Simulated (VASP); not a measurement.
# Bi2Te (P6/mmm) in VASP: further runs

Bi2Te is run at these levels: PBE; tasks: single point.

Program: VASP 6.6.1. These are calculated values, not measurements. Logs are shortened: lines on timing, memory, paths and dates and some standing lists are left out, and cuts for length are marked.

## 1. The cell of the first run

The structure is hexagonal, space group P6/mmm (No. 191). The conventional cell has a = 10.539 Å, b = 10.539 Å, c = 3.094 Å, α = 90.00°, β = 90.00°, γ = 120.00°. Bi (site symmetry 6/mmm) has 2 Bi at 3.09 Å within 4.1 Å. Bi (site symmetry mmm) has 2 Te at 3.04 Å and 2 Bi at 3.09 Å within 4.0 Å. Te (site symmetry -6m2) has 3 Bi at 3.04 Å and 2 Te at 3.09 Å within 4.0 Å.

## 2. Single point, PBE

Contents of INCAR:

```
SYSTEM = Bi2Te
PREC = Accurate ; ENCUT = 520
EDIFF = 1E-6 ; ISMEAR = 0
SIGMA = 0.1 ; LREAL = .False.
LASPH = .True. ; NELM = 80
ALGO = Fast ; ISIF = 2
LWAVE = .False. ; LCHARG = .False.
GGA = PE ; NBANDS = 45
```

Contents of KPOINTS:

```
Automatic mesh
0
Gamma
  3 3 4
  0 0 0
```

Contents of POSCAR:

```
Bi2Te
1.0
   10.5393057315      0.0000000000      0.0000000000
   -5.2696528657      9.1273065017      0.0000000000
    0.0000000000      0.0000000000      3.0940434018
Bi Te
4 2
Direct
    0.0000000000      0.0000000000      0.0000000000
    0.5000000000      0.0000000000      0.5000000000
    0.0000000000      0.5000000000      0.5000000000
    0.5000000000      0.5000000000      0.5000000000
    0.3333333333      0.6666666667      0.5000000000
    0.6666666667      0.3333333333      0.5000000000
```

Potentials or basis: VASP PAW PBE potentials, release 64 (Bi_d, Te).

On the command line:

```
cat potpaw_PBE.64/Bi_d/POTCAR potpaw_PBE.64/Te/POTCAR > POTCAR
mpirun -np 1 vasp_std > vasp.out
```

OUTCAR:

```text
SYSTEM = Bi2Te
   PREC = Accurate
   ENCUT = 520
   EDIFF = 1E-6
   ISMEAR = 0
   LREAL = .False.
   LASPH = .True.
   NELM = 80
   ISIF = 2
   GGA = PE

 ion  position               nearest neighbor table
   1  0.000  0.000  0.000-
   2  0.500  0.000  0.500-   5 3.04   6 3.04
   3  0.000  0.500  0.500-   5 3.04   6 3.04
   4  0.500  0.500  0.500-   5 3.04   6 3.04
   5  0.333  0.667  0.500-   2 3.04   3 3.04   4 3.04
   6  0.667  0.333  0.500-   2 3.04   3 3.04   4 3.04

  LATTYP: Found a hexagonal cell.
 ALAT       =    10.5393057315
 C/A-ratio  =     0.2935718425

  Lattice vectors:

 A1 = (  10.5393057315,   0.0000000000,   0.0000000000)
 A2 = (  -5.2696528657,   9.1273065017,   0.0000000000)
 A3 = (   0.0000000000,   0.0000000000,   3.0940434018)

Analysis of symmetry for initial positions (statically):
=====================================================================
 Subroutine PRICEL returns:
 Original cell was already a primitive cell.

 Routine SETGRP: Setting up the symmetry group for a
 hexagonal supercell.

 Subroutine GETGRP returns: Found 24 space group operations
 (whereof 24 operations were pure point group operations)
 out of a pool of 24 trial point group operations.

The static configuration has the point symmetry D_6h.

Analysis of symmetry for dynamics (positions and initial velocities):
=====================================================================
 Subroutine PRICEL returns:
 Original cell was already a primitive cell.

 Routine SETGRP: Setting up the symmetry group for a
 hexagonal supercell.

 Subroutine GETGRP returns: Found 24 space group operations
 (whereof 24 operations were pure point group operations)
 out of a pool of 24 trial point group operations.

The dynamic configuration has the point symmetry D_6h.

 Subroutine INISYM returns: Found 24 space group operations
 (whereof 24 operations are pure point group operations),
 and found     1 'primitive' translations

----------------------------------------------------------------------------------------

                                     Primitive cell

  volume of cell :     297.6330

  direct lattice vectors                    reciprocal lattice vectors
    10.539305732  0.000000000  0.000000000     0.094882910  0.054780674  0.000000000
[... 72 lines left out ...]
   ISPIN  =      1    spin polarized calculation?
   LNONCOLLINEAR =      F non collinear calculations
   LSORBIT =      F    spin-orbit coupling
   LASPH  =      T    aspherical Exc in radial PAW
   ENCUT  =  520.0 eV  38.22 Ry    6.18 a.u.  19.60 19.60  5.75*2*pi/ulx,y,z
   NELM   =     80;   NELMIN=  2; NELMDL= -5     # of ELM steps
   EDIFF  = 0.1E-05   stopping-criterion for ELM
   LREAL  =      F    real-space projection
[... 7 lines left out ...]
   TEBEG  =    0.0;   TEEND  =   0.0 temperature during run
   PSTRESS=    0.0 pullay stress
   NELECT =      72.0000    total number of electrons
   NUPDOWN=      -1.0000    fix difference up-down
   EMIN   =  10.00;   EMAX   =-10.00  energy-range for DOS
   EFERMI =   0.00;   METHOD = LEGACY
   ISMEAR =     0;   SIGMA  =   0.10  broadening in eV -4-tet -1-fermi 0-gaus
   EFERMI_NEDOS =   21; number of points for ismear=-14 and -15
   IALGO  =     68    algorithm
   IMIX   =      4    mixing-type and parameters
     AMIX     =   0.40;   BMIX     =  1.00
     AMIX_MAG =   1.60;   BMIX_MAG =  1.00
  volume/ion in A,a.u.               =      49.61       334.75
  Fermi-wavevector in a.u.,A,eV,Ry     =   1.020059  1.927632 14.157141  1.040520
  Thomas-Fermi vector in A             =   2.153607
   LORBIT       =      0    0 simple, 1 ext, 2 COOP (PROOUT), +10 PAW based schemes
   GGA     = PE    functional components
   LHFCALC =     F    Hartree Fock is set to
   AEXX    =    0.0000 exact exchange contribution
   IVDW    =     0    specifies the selected vdW correction
   LEPSILON=     F    determine dielectric tensor
   LRPA    =     F    only Hartree local field effects (RPA)
 non-spin polarized calculation
 RMM-DIIS sequential band-by-band and
 Gauss-broadening in eV      SIGMA  =   0.10
  energy-cutoff  :      520.00
  volume of cell :      297.63
 maximum number of plane-waves:      8057
 NGX is ok and might be reduce to    80
   NGX = 39   NGY = 39   NGZ = 11

 number of electron      71.9999997 magnetization

 Free energy of the ion-electron system (eV)
  ---------------------------------------------------
  ext. energy  EPLUGINS =         0.00000000
  ---------------------------------------------------
  free energy    TOTEN  =       -18.58580927 eV

  energy without entropy =      -18.55125911  energy(sigma->0) =      -18.56853419

 E-fermi :   2.9684     XC(G=0):  -7.5414

 val. band max:        2.8500218698   @ k =   0.3333   0.3333   0.2500
 cond. band min:       2.9933472323   @ k =   0.0000   0.0000   0.2500
 fundamental gap:      0.1433253626
 Fermi energy:         2.9684053407

 k-point     1 :       0.0000    0.0000    0.0000
  band No.  band energies     occupation
      1     -20.4427      2.00000
      2     -20.4403      2.00000
      3     -20.4403      2.00000
      4     -20.2411      2.00000
      5     -20.1130      2.00000
      6     -20.1126      2.00000
[... 421 lines left out ...]
     44       6.6205      0.00000
     45       7.0999      0.00000

------------------------ aborting loop because EDIFF is reached ----------------------------------------

  FORCE on cell =-STRESS in cart. coord.  units (eV):
  Direction    XX          YY          ZZ          XY          YZ          ZX
  --------------------------------------------------------------------------------------
  -------------------------------------------------------------------------------------
  Total        0.4513813      0.4513813     -0.0276513      0.0000000      0.0000000      0.0000000
  in kB        2.4298147      2.4298147     -0.1488485      0.0000000      0.0000000      0.0000000
  external PRESSURE =       1.5702603 kB  Pullay stress =       0.0000000 kB

 VOLUME and BASIS-vectors are now :
 -----------------------------------------------------------------------------
  energy-cutoff  :      520.00
  volume of cell :      297.63
      direct lattice vectors                 reciprocal lattice vectors
    10.539305732  0.000000000  0.000000000     0.094882910  0.054780674  0.000000000
    -5.269652866  9.127306502  0.000000000     0.000000000  0.109561348  0.000000000
     0.000000000  0.000000000  3.094043402     0.000000000  0.000000000  0.323201672

 POSITION                                       TOTAL-FORCE (eV/Angst)
 -----------------------------------------------------------------------------------
      0.00000      0.00000      0.00000        -0.000000      0.000000     -0.000000
      5.26965      0.00000      1.54702        -0.000000      0.000000     -0.000000
     -2.63483      4.56365      1.54702         0.000000      0.000000     -0.000000
      2.63483      4.56365      1.54702        -0.000000      0.000000     -0.000000
     -0.00000      6.08487      1.54702         0.000000     -0.000000      0.000000
      5.26965      3.04244      1.54702        -0.000000      0.000000     -0.000000
 -----------------------------------------------------------------------------------
    total drift:                               -0.000000      0.000000     -0.000000

  FREE ENERGIE OF THE ION-ELECTRON SYSTEM (eV)
  ---------------------------------------------------
  free  energy   TOTEN  =       -18.5858092675 eV

  energy  without entropy=      -18.5512591054  energy(sigma->0) =      -18.56853419
```

stdout:

```text
POSCAR found type information on POSCAR BiTe
 POSCAR found :  2 types and       6 ions
 scaLAPACK will be used
 LDA part: xc-table for (Slater+PW92), standard interpolation
 POSCAR, INCAR and KPOINTS ok, starting setup
 FFT: planning ... GRIDC
 FFT: planning ... GRID_SOFT
 FFT: planning ... GRID
 WAVECAR not read
 entering main loop
```

It took 63 s on 1 thread of Intel Xeon 6975P-C (Granite Rapids), shared host; peak memory 0.43 GiB.

What came out:

* Free energy: -18.5858 eV
* Pressure: 0.2 GPa
* Band gap on the k mesh: zero (band 36 reaches 4.27 eV, above the bottom of band 37 at 2.85 eV)

Levels at points of the mesh, in eV from the Fermi level:
| k point | band 34 | band 35 | band 36 | band 37 | band 38 | band 39 |
| --- | --- | --- | --- | --- | --- | --- |
| (0.00, 0.00, 0.00) | -0.93 | -0.93 | -0.47 | 2.75 | 2.75 | 2.78 |
| (0.00, 0.00, 0.50) | -2.86 | -0.29 | -0.29 | 0.69 | 0.69 | 1.17 |

Caveat: the k points lie up to 0.51 Å⁻¹ apart; spin-orbit coupling is left out, which moves the levels of the heavy elements.

## 3. Single point, PBE

This run uses another cell than the first one, of 32.13 Å³/atom, 0.648 times its volume.

Contents of INCAR:

```
SYSTEM = Bi2Te
PREC     = Accurate       ! precision mode
ENCUT    = 520            ! plane-wave cutoff, eV
EDIFF    = 1E-6           ! SCF threshold, eV
ISMEAR   = 0              ! smearing method
SIGMA    = 0.1            ! smearing width, eV
LREAL    = .FALSE.        ! projectors in reciprocal space
LASPH    = .TRUE.         ! aspherical terms in the spheres
NELM     = 60             ! most SCF steps
ALGO     = Normal         ! electronic algorithm
ISIF     = 2              ! what is computed and relaxed
LWAVE    = .FALSE.        ! write WAVECAR
LCHARG   = .FALSE.        ! write CHGCAR
GGA      = PE             ! functional
NBANDS   = 45             ! bands
```

Contents of KPOINTS:

```
Automatic mesh
0
G
  3 3 4
  0 0 0
```

Contents of POSCAR:

```
Bi2Te
1.0
    7.1041537600      0.0000000000      0.0000000000
   -3.5520768800      6.1523776300      0.0000000000
    0.0000000000      0.0000000000      4.4107728300
Bi Te
4 2
Direct
    0.0000000000      0.0000000000      0.0000000000
    0.5000000000      0.0000000000      0.5000000000
    0.0000000000      0.5000000000      0.5000000000
    0.5000000000      0.5000000000      0.5000000000
    0.3333333300      0.6666666700      0.5000000000
    0.6666666700      0.3333333300      0.5000000000
```

Potentials or basis: VASP PAW PBE potentials, release 64 (Bi_d, Te).

On the command line:

```
cat potpaw_PBE.64/Bi_d/POTCAR potpaw_PBE.64/Te/POTCAR > POTCAR
mpirun -np 1 vasp_std > vasp.out
```

Run time: 42 s. Hardware: 1 thread of Intel Xeon 6975P-C (Granite Rapids), shared host; peak memory 0.33 GiB.

It converged, with:

```
Free energy            : 27.2578 eV
Pressure               : 96.3 GPa
Band gap on the k mesh : zero (band 36 reaches 8.71 eV, above the bottom of band 37 at 6.82 eV)
```

Stress tensor (GPa, compression positive):
```
145.94   0.00   0.00
  0.00 145.94   0.00
  0.00   0.00  -3.07
```

Levels at points of the mesh, in eV from the Fermi level:
```tsv
k point	band 32	band 33	band 34	band 35	band 36	band 37	band 38	band 39	band 40	band 41
(0.00, 0.00, 0.00)	-2.82	-1.33	-1.33	0.03	0.97	1.01	1.01	1.23	1.78	1.78
(0.00, 0.00, 0.50)	-3.05	-1.96	-1.96	-0.96	-0.75	-0.75	0.27	2.05	2.05	2.23
```

Caveat: spin-orbit coupling is left out, which moves the levels of the heavy elements.

## 4. Single point, PBE

This run uses another cell than the first one, of 53.32 Å³/atom, 1.075 times its volume.

Contents of INCAR:

```
ALGO = Fast ; EDIFF = 1E-6
ENCUT = 520 ; GGA = PE
ISIF = 2 ; ISMEAR = 0
LASPH = T ; LCHARG = F
LREAL = F ; LWAVE = F
NBANDS = 45 ; NELM = 80
PREC = Accurate ; SIGMA = 0.1
```

Contents of KPOINTS:

```
k-points
0
Gamma
  3 3 6
```

Contents of POSCAR:

```
Bi2Te
1.0
   10.8974343974      0.0000000000      0.0000000000
   -5.4487171987      9.4374550243      0.0000000000
    0.0000000000      0.0000000000      3.1104487966
Bi Te
4 2
Direct
    0.0000000000      0.0000000000      0.0000000000
    0.5000000000      0.0000000000      0.5000000000
    0.0000000000      0.5000000000      0.5000000000
    0.5000000000      0.5000000000      0.5000000000
    0.3333333333      0.6666666667      0.5000000000
    0.6666666667      0.3333333333      0.5000000000
```

On the command line:

```
cat potpaw_PBE.64/Bi_d/POTCAR potpaw_PBE.64/Te/POTCAR > POTCAR
mpirun -np 1 vasp_std > vasp.out
```

Run time: 91 s. Hardware: 1 thread of Intel Xeon 6975P-C (Granite Rapids), shared host; peak memory 0.48 GiB.

Results (log left out):

| Item | Value |
| --- | --- |
| Free energy | -19.3924 eV |
| Pressure | -0.1 GPa |
| Band gap on the k mesh | zero (band 36 reaches 3.45 eV, above the bottom of band 37 at 2.26 eV) |

Stress tensor (GPa, compression positive):
```
-0.05  0.00  0.00
 0.00 -0.05  0.00
 0.00  0.00 -0.26
```

Levels at points of the mesh, in eV from the Fermi level:
```
           k point  band 34  band 35  band 36  band 37  band 38  band 39
(0.00, 0.00, 0.00)    -0.77    -0.77    -0.60     2.32     2.32     2.76
(0.00, 0.00, 0.50)    -2.68    -0.48    -0.48     0.81     0.81     1.20
```

Caveat: spin-orbit coupling is left out, which moves the levels of the heavy elements.

## 5. Overview

```tsv
cell	k mesh	gap on the mesh (eV)	pressure (GPa)
a = 10.539, b = 10.539, c = 3.094 Å, angles 90.0, 90.0, 120.0°, 6 atoms	3 × 3 × 4	none	0.2
a = 7.104, b = 7.104, c = 4.411 Å, angles 90.0, 90.0, 120.0°, 6 atoms	3 × 3 × 4	none	96.3
a = 10.897, b = 10.897, c = 3.110 Å, angles 90.0, 90.0, 120.0°, 6 atoms	3 × 3 × 6	none	-0.1
```

Alike in all rows: task single point; level PBE; potentials or basis VASP PAW PBE potentials, release 64 (Bi_d, Te); no spin polarisation; cutoff (eV) 520; smearing gaussian 0.1 eV.

Caveats: some runs use coarse meshes; spin-orbit coupling is left out, which moves the levels of the heavy elements.

Total energies depend on the potentials used, so only differences within one code and one set of settings carry meaning.
